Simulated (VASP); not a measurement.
# Li (C2/m) in VASP: single point with PBEsol

Aim: the single point of Li with PBEsol.

Everything below comes from runs of VASP 6.6.1. Logs are shortened: lines on timing, memory, paths and dates and some standing lists are left out, and cuts for length are marked.

## Step 1: The cell of the first run

Symmetry: C2/m, No. 12, monoclinic system. The conventional cell has a = 5.389 Å, b = 3.111 Å, c = 5.094 Å, α = 90.00°, β = 92.29°, γ = 90.00°. Within 4.0 Å of Li (site symmetry m) lie 12 Li at 3.06 to 3.17 Å.

## Step 2: Single point, PBEsol (strain -0.0400 x Voigt [0, 0, 0, 1, 0, 0])

File INCAR:

```
SYSTEM = Li
  PREC = Accurate
  ENCUT = 520
  EDIFF = 1E-7
  ISMEAR = 0
  SIGMA = 0.15
  LREAL = .False.
  LASPH = .True.
  NELM = 100
  ALGO = Fast
  ISIF = 2
  LWAVE = .False.
  LCHARG = .False.
  GGA = PS
  NBANDS = 10
```

File KPOINTS:

```
regular mesh
0
Gamma
  18 18 10
  0 0 0
```

File POSCAR:

```
Li
1.0
    3.1110021516      0.0000000000      0.0000000000
   -1.5555010758      2.6942068945     -0.0538841379
    0.0000000000     -0.1018600000      5.0930000000
Li
2
Direct
    0.3333333333      0.6666666667      0.2500000000
    0.6666666667      0.3333333333      0.7500000000
```

Potentials or basis: VASP PAW PBE potentials, release 64 (Li_sv).

Launch:

```
> cat potpaw_PBE.64/Li_sv/POTCAR > POTCAR
> mpirun -np 1 vasp_std > vasp.out
```

OUTCAR:

```text
SYSTEM = Li
   PREC = Accurate
   ENCUT = 520
   EDIFF = 1E-7
   ISMEAR = 0
   LREAL = .False.
   LASPH = .True.
   NELM = 100
   ISIF = 2
   GGA = PS

 ion  position               nearest neighbor table
   1  0.333  0.667  0.250-
   2  0.667  0.333  0.750-

  LATTYP: Found a base centered monoclinic cell.
 ALAT       =     5.3894913640
 B/A-ratio  =     0.5772348338
 C/A-ratio  =     0.9451761129
 COS(beta)  =    -0.0399840064

  Lattice vectors:

 A1 = (   1.5555010758,   2.6942068945,  -0.0538841379)
 A2 = (  -1.5555010758,   2.6942068945,  -0.0538841379)
 A3 = (   0.0000000000,  -0.1018600000,   5.0930000000)

Analysis of symmetry for initial positions (statically):
=====================================================================
 Subroutine PRICEL returns:
 Original cell was already a primitive cell.

 Routine SETGRP: Setting up the symmetry group for a
 base centered monoclinic supercell.

 Subroutine GETGRP returns: Found  4 space group operations
 (whereof  4 operations were pure point group operations)
 out of a pool of  4 trial point group operations.

The static configuration has the point symmetry C_2h.

Analysis of symmetry for dynamics (positions and initial velocities):
=====================================================================
 Subroutine PRICEL returns:
 Original cell was already a primitive cell.

 Routine SETGRP: Setting up the symmetry group for a
 base centered monoclinic supercell.

 Subroutine GETGRP returns: Found  4 space group operations
 (whereof  4 operations were pure point group operations)
 out of a pool of  4 trial point group operations.

The dynamic configuration has the point symmetry C_2h.

 Subroutine INISYM returns: Found  4 space group operations
 (whereof  4 operations are pure point group operations),
 and found     1 'primitive' translations

----------------------------------------------------------------------------------------

                                     Primitive cell

  volume of cell :      42.6708

  direct lattice vectors                    reciprocal lattice vectors
     3.111002152  0.000000000  0.000000000     0.321439829  0.185657635  0.003713153
    -1.555501076  2.694206895 -0.053884138     0.000000000  0.371315270  0.007426305
     0.000000000 -0.101860000  5.093000000     0.000000000  0.003928530  0.196426499

  length of vectors
     3.111002152  3.111468767  5.094018498     0.371222452  0.371389525  0.196465781

  position of ions in fractional coordinates (direct lattice)
     0.333333333  0.666666667  0.250000000
     0.666666667  0.333333333  0.750000000

  ion indices of the primitive-cell ions
   primitive index   ion index
                 1           1
                 2           2

----------------------------------------------------------------------------------------

 KPOINTS: regular mesh

Automatic generation of k-mesh.
 Grid dimensions read from file:
 generate k-points for:   18   18   10

 Generating k-lattice:

  Cartesian coordinates                     Fractional coordinates (reciprocal lattice)
     0.017857768  0.010314313  0.000206286     0.055555556  0.000000000 -0.000000000
     0.000000000  0.020628626  0.000412573     0.000000000  0.055555556 -0.000000000
     0.000000000  0.000392853  0.019642650     0.000000000 -0.000000000  0.100000000

  Length of vectors
     0.020623470  0.020632751  0.019646578

  Shift w.r.t. Gamma in fractional coordinates (k-lattice)
     0.000000000  0.000000000  0.000000000

 Subroutine IBZKPT returns following result:
 ===========================================

 Found    866 irreducible k-points:

 Following reciprocal coordinates:
            Coordinates               Weight
  0.000000  0.000000  0.000000      1.000000
  0.055556  0.000000  0.000000      4.000000
  0.111111  0.000000  0.000000      4.000000
  0.166667  0.000000  0.000000      4.000000
  0.222222 -0.000000  0.000000      4.000000
  0.277778  0.000000  0.000000      4.000000
[... 16 lines left out ...]
 -0.333333  0.055556  0.000000      4.000000
 -0.277778  0.055556 -0.000000      4.000000
 [... further k-points ...]
   k-points           NKPTS =    866   k-points in BZ     NKDIM =    866   number of bands    NBANDS=     10
   number of dos      NEDOS =    301   number of ions     NIONS =      2
   total plane-waves  NPLWV =  23040
   dimension x,y,z NGX =    24 NGY =   24 NGZ =   40
   dimension x,y,z NGXF=    48 NGYF=   48 NGZF=   80
   ions per type =               2
   NGX,Y,Z   is equivalent  to a cutoff of  12.83, 12.82, 13.05 a.u.
   NGXF,Y,Z  is equivalent  to a cutoff of  25.65, 25.65, 26.11 a.u.
 SYSTEM =  Li
   PREC   = accura    normal or accurate (medium, high low for compatibility)
   ISTART =      0    job   : 0-new  1-cont  2-samecut
   ICHARG =      2    charge: 1-file 2-atom 10-const
   ISPIN  =      1    spin polarized calculation?
   LNONCOLLINEAR =      F non collinear calculations
   LSORBIT =      F    spin-orbit coupling
   LASPH  =      T    aspherical Exc in radial PAW
   ENCUT  =  520.0 eV  38.22 Ry    6.18 a.u.   5.78  5.79  9.47*2*pi/ulx,y,z
   NELM   =    100;   NELMIN=  2; NELMDL= -5     # of ELM steps
   EDIFF  = 0.1E-06   stopping-criterion for ELM
   LREAL  =      F    real-space projection
   EDIFFG = 0.1E-05   stopping-criterion for IOM
   NSW    =      0    number of steps for IOM
   IBRION =     -1    ionic relax: 0-MD 1-quasi-New 2-CG
   NFREE  =      0    steps in history (QN), initial steepest desc. (CG)
   ISIF   =      2    stress and relaxation
   ISYM   =      2    0-nonsym 1-usesym 2-fastsym
   POTIM  = 0.5000    time-step for ionic-motion
   TEBEG  =    0.0;   TEEND  =   0.0 temperature during run
   PSTRESS=    0.0 pullay stress
   NELECT =       6.0000    total number of electrons
   NUPDOWN=      -1.0000    fix difference up-down
   EMIN   =  10.00;   EMAX   =-10.00  energy-range for DOS
   EFERMI =   0.00;   METHOD = LEGACY
   ISMEAR =     0;   SIGMA  =   0.15  broadening in eV -4-tet -1-fermi 0-gaus
   EFERMI_NEDOS =   21; number of points for ismear=-14 and -15
   IALGO  =     68    algorithm
   IMIX   =      4    mixing-type and parameters
     AMIX     =   0.40;   BMIX     =  1.00
     AMIX_MAG =   1.60;   BMIX_MAG =  1.00
  volume/ion in A,a.u.               =      21.34       143.98
  Fermi-wavevector in a.u.,A,eV,Ry     =   0.851298  1.608720  9.860251  0.724708
  Thomas-Fermi vector in A             =   1.967409
   LORBIT       =      0    0 simple, 1 ext, 2 COOP (PROOUT), +10 PAW based schemes
   GGA     = PS    functional components
   LHFCALC =     F    Hartree Fock is set to
   AEXX    =    0.0000 exact exchange contribution
   IVDW    =     0    specifies the selected vdW correction
   LEPSILON=     F    determine dielectric tensor
   LRPA    =     F    only Hartree local field effects (RPA)
 non-spin polarized calculation
 RMM-DIIS sequential band-by-band and
 Gauss-broadening in eV      SIGMA  =   0.15
  energy-cutoff  :      520.00
  volume of cell :       42.67
 maximum number of plane-waves:      1166
   NGX = 11   NGY = 11   NGZ = 19

 number of electron       5.9999996 magnetization

 Free energy of the ion-electron system (eV)
  ---------------------------------------------------
  ext. energy  EPLUGINS =         0.00000000
  ---------------------------------------------------
  free energy    TOTEN  =        -3.93550462 eV

  energy without entropy =       -3.92473414  energy(sigma->0) =       -3.93011938

 E-fermi :   0.4891     XC(G=0):  -6.8939

 val. band max:        0.4850125008   @ k =  -0.3333   0.2222   0.3000
 cond. band min:       0.4905673180   @ k =   0.0000  -0.4444   0.4000
 fundamental gap:      0.0055548171
 Fermi energy:         0.4890965796

 k-point     1 :       0.0000    0.0000    0.0000
  band No.  band energies     occupation
      1     -45.5145      2.00000
      2     -45.4991      2.00000
      3      -3.0000      2.00000
      4       0.4820      1.05321
      5       3.2443      0.00000
      6      12.5516      0.00000
      7      12.5603      0.00000
      8      13.8928      0.00000
      9      13.8957      0.00000
     10      14.4409      0.00000

 k-point     2 :       0.0556    0.0000    0.0000
  band No.  band energies     occupation
      1     -45.5141      2.00000
      2     -45.4989      2.00000
      3      -2.9519      2.00000
      4       0.5446      0.60086
      5       3.2647      0.00000
      6      12.0016      0.00000
      7      12.1660      0.00000
      8      13.8797      0.00000
      9      14.1321      0.00000
     10      14.4092      0.00000

 k-point     3 :       0.1111    0.0000    0.0000
  band No.  band energies     occupation
      1     -45.5129      2.00000
      2     -45.4983      2.00000
      3      -2.8074      2.00000
      4       0.7322      0.02192
      5       3.3232      0.00000
      6      10.7896      0.00000
      7      11.4675      0.00000
      8      13.7996      0.00000
      9      14.1250      0.00000
     10      14.4009      0.00000

 k-point     4 :       0.1667    0.0000    0.0000
  band No.  band energies     occupation
      1     -45.5111      2.00000
      2     -45.4975      2.00000
      3      -2.5662      2.00000
      4       1.0444      0.00000
      5       3.4103      0.00000
      6       9.4155      0.00000
      7      10.7712      0.00000
      8      13.3350      0.00000
      9      13.7537      0.00000
     10      14.1205      0.00000
[... 222 lines left out ...]
 k-point    22 :      -0.3889    0.0556    0.0000
  band No.  band energies     occupation
      1     -45.5022      2.00000
      2     -45.4944      2.00000
      3      -0.9362      2.00000
      4       3.0382      0.00000
      5       3.1715      0.00000
      6       6.1200      0.00000
      7       8.4110      0.00000
      8       8.8000      0.00000
      9      10.1465      0.00000
     10      12.8817      0.00000

 k-point    23 :      -0.3333    0.0556    0.0000
  band No.  band energies     occupation
      1     -45.5046      2.00000
      2     -45.4950      2.00000
      3      -1.5065      2.00000
      4       2.4115      0.00000
      5       3.4613      0.00000
      6       6.5511      0.00000
      7       8.9317      0.00000
      8      10.1390      0.00000
      9      11.0627      0.00000
     10      13.0300      0.00000

 k-point    24 :      -0.2778    0.0556   -0.0000
  band No.  band energies     occupation
      1     -45.5072      2.00000
      2     -45.4959      2.00000
      3      -1.9873      2.00000
      4       1.7929      0.00000
      5       3.5380      0.00000
      6       7.4830      0.00000
      7       9.4648      0.00000
      8      11.5015      0.00000
      9      12.1909      0.00000
     10      13.3842      0.00000

 [... further k-points ...]

------------------------ aborting loop because EDIFF is reached ----------------------------------------

  FORCE on cell =-STRESS in cart. coord.  units (eV):
  Direction    XX          YY          ZZ          XY          YZ          ZX
  --------------------------------------------------------------------------------------
  -------------------------------------------------------------------------------------
  Total       -0.2051109     -0.2099230     -0.1874601      0.0000000      0.0420013      0.0000000
  in kB       -7.7013744     -7.8820534     -7.0386336      0.0000000      1.5770369      0.0000000
  external PRESSURE =      -7.5406871 kB  Pullay stress =       0.0000000 kB

 VOLUME and BASIS-vectors are now :
 -----------------------------------------------------------------------------
  energy-cutoff  :      520.00
  volume of cell :       42.67
      direct lattice vectors                 reciprocal lattice vectors
     3.111002152  0.000000000  0.000000000     0.321439829  0.185657635  0.003713153
    -1.555501076  2.694206895 -0.053884138     0.000000000  0.371315270  0.007426305
     0.000000000 -0.101860000  5.093000000     0.000000000  0.003928530  0.196426499

 POSITION                                       TOTAL-FORCE (eV/Angst)
 -----------------------------------------------------------------------------------
     -0.00000      1.77067      1.23733         0.000000     -0.001959     -0.000097
      1.55550      0.82167      3.80179         0.000000      0.001959      0.000097
 -----------------------------------------------------------------------------------
    total drift:                               -0.000000      0.000000     -0.000000

  FREE ENERGIE OF THE ION-ELECTRON SYSTEM (eV)
  ---------------------------------------------------
  free  energy   TOTEN  =        -3.9355046221 eV

  energy  without entropy=       -3.9247341418  energy(sigma->0) =       -3.93011938
```

Run time: 3.7 min. Hardware: 1 thread of AMD EPYC 9R45 (Zen 5), shared host; peak memory 0.34 GiB.

Results:

```yaml
Free_energy: -3.9355 eV
Band_gap_on_the_k_mesh: zero (bands 3 and 4 overlap by 4.42 eV)
```

Caveat: the cell differs from its parent crystal (strain -0.0400 x Voigt [0, 0, 0, 1, 0, 0]); the cutoff is under 1.25 times the usual one of these potentials, so pressure, stress and relaxed cells hold a basis-set (Pulay) error; the PAW data sets were made with another functional, which shifts forces and pressure a little.
